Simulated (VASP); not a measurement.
# CdS (P6_3mc) in VASP: notebook

CdS is run at these levels: PBE; tasks: single point.

Everything below comes from runs of VASP 6.6.1. Logs are shortened: lines on timing, memory, paths and dates and some standing lists are left out, and cuts for length are marked.

## Step 1: The cell of the first run

Symmetry: P6_3mc, No. 186, hexagonal system. Conventional cell: a = 4.197 Å, b = 4.197 Å, c = 6.831 Å, α = 90.00°, β = 90.00°, γ = 120.00°. Cd (site symmetry 3m) has 4 S at 2.57 Å within 3.4 Å. S (site symmetry 3m) has 4 Cd at 2.57 Å within 3.4 Å.

## Step 2: Single point, PBE

INCAR reads:

```
PREC = Accurate
ENCUT = 520
EDIFF = 1E-6
ISMEAR = 0
SIGMA = 0.02
LREAL = False
LASPH = True
NELM = 100
ALGO = Normal
ISIF = 2
LWAVE = False
LCHARG = False
GGA = PE
NBANDS = 26
```

KPOINTS reads:

```
regular mesh
0
Gamma
  6 6 4
```

POSCAR reads:

```
CdS
1.0
    4.1973182950      0.0000000000      0.0000000000
   -2.0986591475      3.6349842713      0.0000000000
    0.0000000000      0.0000000000      6.8307328099
Cd S
2 2
Direct
    0.6666666667      0.3333333333      0.5002556786
    0.3333333333      0.6666666667      0.0002556786
    0.6666666667      0.3333333333      0.8767443214
    0.3333333333      0.6666666667      0.3767443214
```

Potentials or basis: VASP PAW PBE potentials, release 64 (Cd, S).

On the command line:

```
> cat potpaw_PBE.64/Cd/POTCAR potpaw_PBE.64/S/POTCAR > POTCAR
> mpirun -np 1 vasp_std > vasp.out
```

OUTCAR:

```text
PREC = Accurate
   ENCUT = 520
   EDIFF = 1E-6
   ISMEAR = 0
   LREAL = False
   LASPH = True
   NELM = 100
   ISIF = 2
   GGA = PE

 ion  position               nearest neighbor table
   1  0.667  0.333  0.500-   4 2.57   4 2.57   4 2.57   3 2.57
   2  0.333  0.667  0.000-   3 2.57   3 2.57   3 2.57   4 2.57
   3  0.667  0.333  0.877-   2 2.57   2 2.57   2 2.57   1 2.57
   4  0.333  0.667  0.377-   1 2.57   1 2.57   1 2.57   2 2.57

  LATTYP: Found a hexagonal cell.
 ALAT       =     4.1973182950
 C/A-ratio  =     1.6274040542

  Lattice vectors:

 A1 = (   4.1973182950,   0.0000000000,   0.0000000000)
 A2 = (  -2.0986591475,   3.6349842713,   0.0000000000)
 A3 = (   0.0000000000,   0.0000000000,   6.8307328099)

Analysis of symmetry for initial positions (statically):
=====================================================================
 Subroutine PRICEL returns:
 Original cell was already a primitive cell.

 Routine SETGRP: Setting up the symmetry group for a
 hexagonal supercell.

 Subroutine GETGRP returns: Found 12 space group operations
 (whereof  6 operations were pure point group operations)
 out of a pool of 24 trial point group operations.

The static configuration has the point symmetry C_3v.
 The point group associated with its full space group is C_6v.

Analysis of symmetry for dynamics (positions and initial velocities):
=====================================================================
 Subroutine PRICEL returns:
 Original cell was already a primitive cell.

 Routine SETGRP: Setting up the symmetry group for a
 hexagonal supercell.

 Subroutine GETGRP returns: Found 12 space group operations
 (whereof  6 operations were pure point group operations)
 out of a pool of 24 trial point group operations.

The dynamic configuration has the point symmetry C_3v.
 The point group associated with its full space group is C_6v.

 Subroutine INISYM returns: Found 12 space group operations
 (whereof  6 operations are pure point group operations),
 and found     1 'primitive' translations

----------------------------------------------------------------------------------------

                                     Primitive cell

  volume of cell :     104.2178

  direct lattice vectors                    reciprocal lattice vectors
     4.197318295  0.000000000  0.000000000     0.238247359  0.137552177  0.000000000
    -2.098659147  3.634984271  0.000000000     0.000000000  0.275104354  0.000000000
     0.000000000  0.000000000  6.830732810     0.000000000  0.000000000  0.146397177

  length of vectors
     4.197318295  4.197318295  6.830732810     0.275104354  0.275104354  0.146397177

  position of ions in fractional coordinates (direct lattice)
     0.666666667  0.333333333  0.500255679
     0.333333333  0.666666667  0.000255679
     0.666666667  0.333333333  0.876744321
     0.333333333  0.666666667  0.376744321

  ion indices of the primitive-cell ions
   primitive index   ion index
                 1           1
                 2           2
                 3           3
                 4           4

----------------------------------------------------------------------------------------

 KPOINTS: regular mesh

Automatic generation of k-mesh.
 Grid dimensions read from file:
 generate k-points for:    6    6    4

 Generating k-lattice:

  Cartesian coordinates                     Fractional coordinates (reciprocal lattice)
     0.039707893  0.022925363  0.000000000     0.166666667 -0.000000000  0.000000000
     0.000000000  0.045850726  0.000000000     0.000000000  0.166666667  0.000000000
     0.000000000  0.000000000  0.036599294     0.000000000  0.000000000  0.250000000

  Length of vectors
     0.045850726  0.045850726  0.036599294

  Shift w.r.t. Gamma in fractional coordinates (k-lattice)
     0.000000000  0.000000000  0.000000000

 Subroutine IBZKPT returns following result:
 ===========================================

 Found     21 irreducible k-points:

 Following reciprocal coordinates:
            Coordinates               Weight
  0.000000  0.000000  0.000000      1.000000
  0.166667 -0.000000  0.000000      6.000000
  0.333333 -0.000000  0.000000      6.000000
  0.500000  0.000000  0.000000      3.000000
  0.166667  0.166667  0.000000      6.000000
  0.333333  0.166667  0.000000     12.000000
[... 13 lines left out ...]
  0.333333  0.166667  0.500000     12.000000
  0.333333  0.333333  0.500000      2.000000
   k-points           NKPTS =     21   k-points in BZ     NKDIM =     21   number of bands    NBANDS=     26
   number of dos      NEDOS =    301   number of ions     NIONS =      4
   total plane-waves  NPLWV =  55296
   dimension x,y,z NGX =    32 NGY =   32 NGZ =   54
   dimension x,y,z NGXF=    64 NGYF=   64 NGZF=  108
   ions per type =               2   2
   NGX,Y,Z   is equivalent  to a cutoff of  12.67, 12.67, 13.14 a.u.
   NGXF,Y,Z  is equivalent  to a cutoff of  25.35, 25.35, 26.28 a.u.
 SYSTEM =  unknown system
   PREC   = accura    normal or accurate (medium, high low for compatibility)
   ISTART =      0    job   : 0-new  1-cont  2-samecut
   ICHARG =      2    charge: 1-file 2-atom 10-const
   ISPIN  =      1    spin polarized calculation?
   LNONCOLLINEAR =      F non collinear calculations
   LSORBIT =      F    spin-orbit coupling
   LASPH  =      T    aspherical Exc in radial PAW
   ENCUT  =  520.0 eV  38.22 Ry    6.18 a.u.   7.80  7.80 12.70*2*pi/ulx,y,z
   NELM   =    100;   NELMIN=  2; NELMDL= -5     # of ELM steps
   EDIFF  = 0.1E-05   stopping-criterion for ELM
   LREAL  =      F    real-space projection
   EDIFFG = 0.1E-04   stopping-criterion for IOM
   NSW    =      0    number of steps for IOM
   IBRION =     -1    ionic relax: 0-MD 1-quasi-New 2-CG
   NFREE  =      0    steps in history (QN), initial steepest desc. (CG)
   ISIF   =      2    stress and relaxation
   ISYM   =      2    0-nonsym 1-usesym 2-fastsym
   POTIM  = 0.5000    time-step for ionic-motion
   TEBEG  =    0.0;   TEEND  =   0.0 temperature during run
   PSTRESS=    0.0 pullay stress
   NELECT =      36.0000    total number of electrons
   NUPDOWN=      -1.0000    fix difference up-down
   EMIN   =  10.00;   EMAX   =-10.00  energy-range for DOS
   EFERMI =   0.00;   METHOD = LEGACY
   ISMEAR =     0;   SIGMA  =   0.02  broadening in eV -4-tet -1-fermi 0-gaus
   EFERMI_NEDOS =   21; number of points for ismear=-14 and -15
   IALGO  =     38    algorithm
   IMIX   =      4    mixing-type and parameters
     AMIX     =   0.40;   BMIX     =  1.00
     AMIX_MAG =   1.60;   BMIX_MAG =  1.00
  volume/ion in A,a.u.               =      26.05       175.82
  Fermi-wavevector in a.u.,A,eV,Ry     =   1.148669  2.170671 17.952093  1.319442
  Thomas-Fermi vector in A             =   2.285343
   LORBIT       =      0    0 simple, 1 ext, 2 COOP (PROOUT), +10 PAW based schemes
   GGA     = PE    functional components
   LHFCALC =     F    Hartree Fock is set to
   AEXX    =    0.0000 exact exchange contribution
   IVDW    =     0    specifies the selected vdW correction
   LEPSILON=     F    determine dielectric tensor
   LRPA    =     F    only Hartree local field effects (RPA)
 non-spin polarized calculation
 Gauss-broadening in eV      SIGMA  =   0.02
  energy-cutoff  :      520.00
  volume of cell :      104.22
 maximum number of plane-waves:      2838
 NGX is ok and might be reduce to    32
   NGX = 15   NGY = 15   NGZ = 25

 number of electron      36.0000000 magnetization

 Free energy of the ion-electron system (eV)
  ---------------------------------------------------
  ext. energy  EPLUGINS =         0.00000000
  ---------------------------------------------------
  free energy    TOTEN  =       -12.29751454 eV

  energy without entropy =      -12.29751454  energy(sigma->0) =      -12.29751454

 E-fermi :   1.0552     XC(G=0):  -8.9159

 val. band max:        0.9074398450   @ k =   0.0000   0.0000   0.0000
 cond. band min:       2.0181680785   @ k =   0.0000   0.0000   0.0000
 fundamental gap:      1.1107282336
 Fermi energy:         1.0552390011

 k-point     1 :       0.0000    0.0000    0.0000
  band No.  band energies     occupation
      1     -11.1773      2.00000
      2     -10.7902      2.00000
      3      -6.6403      2.00000
      4      -6.6340      2.00000
      5      -6.6340      2.00000
      6      -6.5598      2.00000
[... 18 lines left out ...]
     25       8.4549      0.00000
     26       8.4566      0.00000

 k-point     2 :       0.1667   -0.0000    0.0000
  band No.  band energies     occupation
      1     -11.0919      2.00000
      2     -10.7534      2.00000
      3      -6.6123      2.00000
      4      -6.6008      2.00000
      5      -6.5645      2.00000
      6      -6.5164      2.00000
[... 18 lines left out ...]
     25       8.3658      0.00000
     26       9.0009      0.00000

 k-point     3 :       0.3333   -0.0000    0.0000
  band No.  band energies     occupation
      1     -10.9077      2.00000
      2     -10.6920      2.00000
      3      -6.5639      2.00000
      4      -6.5500      2.00000
      5      -6.4364      2.00000
      6      -6.4174      2.00000
[... 18 lines left out ...]
     25       9.2127      0.00000
     26       9.5887      0.00000

 k-point     4 :       0.5000    0.0000    0.0000
  band No.  band energies     occupation
      1     -10.7990      2.00000
      2     -10.6777      2.00000
      3      -6.5491      2.00000
      4      -6.5344      2.00000
      5      -6.3728      2.00000
      6      -6.3671      2.00000
[... 18 lines left out ...]
     25       9.2417      0.00000
     26      10.8451      0.00000

 k-point     5 :       0.1667    0.1667    0.0000
  band No.  band energies     occupation
      1     -10.9565      2.00000
      2     -10.7051      2.00000
      3      -6.5702      2.00000
      4      -6.5612      2.00000
      5      -6.4617      2.00000
      6      -6.4583      2.00000
[... 18 lines left out ...]
     25       8.9149      0.00000
     26       9.4852      0.00000

 k-point     6 :       0.3333    0.1667    0.0000
  band No.  band energies     occupation
      1     -10.8003      2.00000
      2     -10.6782      2.00000
      3      -6.5609      2.00000
      4      -6.5090      2.00000
      5      -6.3922      2.00000
      6      -6.3809      2.00000
[... 340 lines left out ...]
 k-point    18 :       0.5000    0.0000    0.5000
  band No.  band energies     occupation
      1     -10.7295      2.00000
      2     -10.7295      2.00000
      3      -6.5191      2.00000
      4      -6.5191      2.00000
      5      -6.4495      2.00000
      6      -6.4495      2.00000
[... 18 lines left out ...]
     25       9.2559      0.00000
     26       9.2559      0.00000

 k-point    19 :       0.1667    0.1667    0.5000
  band No.  band energies     occupation
      1     -10.8235      2.00000
      2     -10.8235      2.00000
      3      -6.5236      2.00000
      4      -6.5236      2.00000
      5      -6.4996      2.00000
      6      -6.4996      2.00000
[... 18 lines left out ...]
     25       8.8599      0.00000
     26       8.8599      0.00000

 k-point    20 :       0.3333    0.1667    0.5000
  band No.  band energies     occupation
      1     -10.7303      2.00000
      2     -10.7303      2.00000
      3      -6.4975      2.00000
      4      -6.4975      2.00000
      5      -6.4576      2.00000
      6      -6.4576      2.00000
[... 18 lines left out ...]
     25       9.3103      0.00000
     26       9.3103      0.00000

 k-point    21 :       0.3333    0.3333    0.5000
  band No.  band energies     occupation
      1     -10.7003      2.00000
      2     -10.7003      2.00000
      3      -6.4706      2.00000
      4      -6.4706      2.00000
      5      -6.4572      2.00000
      6      -6.4572      2.00000
[... 18 lines left out ...]
     25      10.2236      0.00000
     26      10.2236      0.00000

------------------------ aborting loop because EDIFF is reached ----------------------------------------

  FORCE on cell =-STRESS in cart. coord.  units (eV):
  Direction    XX          YY          ZZ          XY          YZ          ZX
  --------------------------------------------------------------------------------------
  -------------------------------------------------------------------------------------
  Total        0.1654725      0.1654725      0.1617816      0.0000000      0.0000000      0.0000000
  in kB        2.5438681      2.5438681      2.4871269      0.0000000      0.0000000      0.0000000
  external PRESSURE =       2.5249544 kB  Pullay stress =       0.0000000 kB

 VOLUME and BASIS-vectors are now :
 -----------------------------------------------------------------------------
  energy-cutoff  :      520.00
  volume of cell :      104.22
      direct lattice vectors                 reciprocal lattice vectors
     4.197318295  0.000000000  0.000000000     0.238247359  0.137552177  0.000000000
    -2.098659147  3.634984271  0.000000000     0.000000000  0.275104354  0.000000000
     0.000000000  0.000000000  6.830732810     0.000000000  0.000000000  0.146397177

 POSITION                                       TOTAL-FORCE (eV/Angst)
 -----------------------------------------------------------------------------------
      2.09866      1.21166      3.41711        -0.000000      0.000000     -0.000676
     -0.00000      2.42332      0.00175         0.000000     -0.000000     -0.000676
      2.09866      1.21166      5.98881         0.000000     -0.000000      0.000676
     -0.00000      2.42332      2.57344        -0.000000      0.000000      0.000676
 -----------------------------------------------------------------------------------
    total drift:                               -0.000000     -0.000000     -0.000267

  FREE ENERGIE OF THE ION-ELECTRON SYSTEM (eV)
  ---------------------------------------------------
  free  energy   TOTEN  =       -12.2975145442 eV

  energy  without entropy=      -12.2975145442  energy(sigma->0) =      -12.29751454
```

Wall time 30 s (1 thread of Intel Xeon Platinum 8488C (Sapphire Rapids), shared host); peak memory 0.24 GiB.

Results:

| Quantity | Value |
| --- | --- |
| Free energy | -12.2975 eV |
| Pressure | 0.3 GPa |
| Band gap on the k mesh | 1.11 eV, direct |

## Step 3: Single point, PBE

INCAR reads:

```
SYSTEM = CdS
PREC     = Accurate       ! precision mode
ENCUT    = 520            ! plane-wave cutoff, eV
EDIFF    = 1E-6           ! SCF threshold, eV
ISMEAR   = 0              ! smearing method
SIGMA    = 0.02           ! smearing width, eV
LREAL    = .FALSE.        ! projectors in reciprocal space
LASPH    = .TRUE.         ! aspherical terms in the spheres
NELM     = 60             ! most SCF steps
ALGO     = Normal         ! electronic algorithm
ISIF     = 2              ! what is computed and relaxed
LWAVE    = .FALSE.        ! write WAVECAR
LCHARG   = .FALSE.        ! write CHGCAR
GGA      = PE             ! functional
NBANDS   = 26             ! bands
```

KPOINTS reads:

```
regular mesh
0
G
  6 6 4
  0 0 0
```

POSCAR is that of step 2.

Potentials or basis: VASP PAW PBE potentials, release 64 (Cd, S).

On the command line:

```
> cat potpaw_PBE.64/Cd/POTCAR potpaw_PBE.64/S/POTCAR > POTCAR
> mpirun -np 1 vasp_std > vasp.out
```

Wall time 36 s (1 thread of Intel Xeon Platinum 8488C (Sapphire Rapids), shared host); peak memory 0.24 GiB.

It converged, with:

- Free energy: -12.2975 eV
- Pressure: 0.3 GPa
- Band gap on the k mesh: 1.11 eV, direct

Levels at points of the mesh, in eV from the valence-band top:
| k point | band 15 | band 16 | band 17 | band 18 | band 19 | band 20 | band 21 | band 22 |
| --- | --- | --- | --- | --- | --- | --- | --- | --- |
| (0.00, 0.00, 0.00) | -0.69 | -0.04 | 0.00 | 0.00 | 1.11 | 2.74 | 6.48 | 6.48 |
| (0.50, 0.00, 0.00) | -2.45 | -1.72 | -1.19 | -0.69 | 3.62 | 3.88 | 5.12 | 6.25 |
| (0.00, 0.00, 0.50) | -0.36 | -0.36 | -0.36 | -0.36 | 2.76 | 2.76 | 6.14 | 6.14 |
| (0.50, 0.00, 0.50) | -1.24 | -1.24 | -1.23 | -1.23 | 3.45 | 3.45 | 5.35 | 5.35 |

As with any semilocal functional, this PBE gap is likely too small.
